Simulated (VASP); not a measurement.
The system is Sn3Se.

```
Sn Se
1.0
     4.74188    0.00000    0.00000
     0.00000    4.74188    0.00000
     0.00000    0.00000    4.74188
Sn Se
3 1
Direct
  0.00000 0.50000 0.50000
  0.50000 0.00000 0.50000
  0.50000 0.50000 0.00000
  0.00000 0.00000 0.00000
```

| Item | Value |
| --- | --- |
| Program | VASP 6.6.1 |
| Task | relaxation of cell and atoms |
| Functional | PBEsol |
| Potentials or basis | VASP PAW PBE potentials, release 64 (Sn_d, Se) |
| Cutoff | 600 eV |
| k mesh | 10 × 10 × 10 |
| Occupations | gaussian, width 0.1 eV |
| Spin | no spin polarisation |

At the start: pressure -2.6 GPa; volume 26.66 Å³/atom.

Problem. Where does the relaxation end?

Solution. Over 3 steps the energy falls by 11.3 meV/atom and the volume is 25.30 Å³/atom (-5.1 %); space group Pm-3m (No. 221, to 0.1 Å) before and after.

Step by step:
```tsv
step	energy change (eV)	largest force (eV/Å)	pressure (GPa)	volume (Å³)
1	0.0000	0.0000	-2.57	106.62
2	-0.0434	0.0000	0.60	100.15
3	-0.0454	0.0000	0.00	101.21
```

Final structure:
```
CELL_PARAMETERS angstrom
4.66021 0.00000 0.00000
0.00000 4.66021 0.00000
0.00000 0.00000 4.66021
ATOMIC_POSITIONS crystal
Sn 0.00000 0.50000 0.50000
Sn 0.50000 0.00000 0.50000
Sn 0.50000 0.50000 0.00000
Se 0.00000 0.00000 0.00000
```

Caveat: the PAW data sets were made with another functional, which shifts forces and pressure a little.
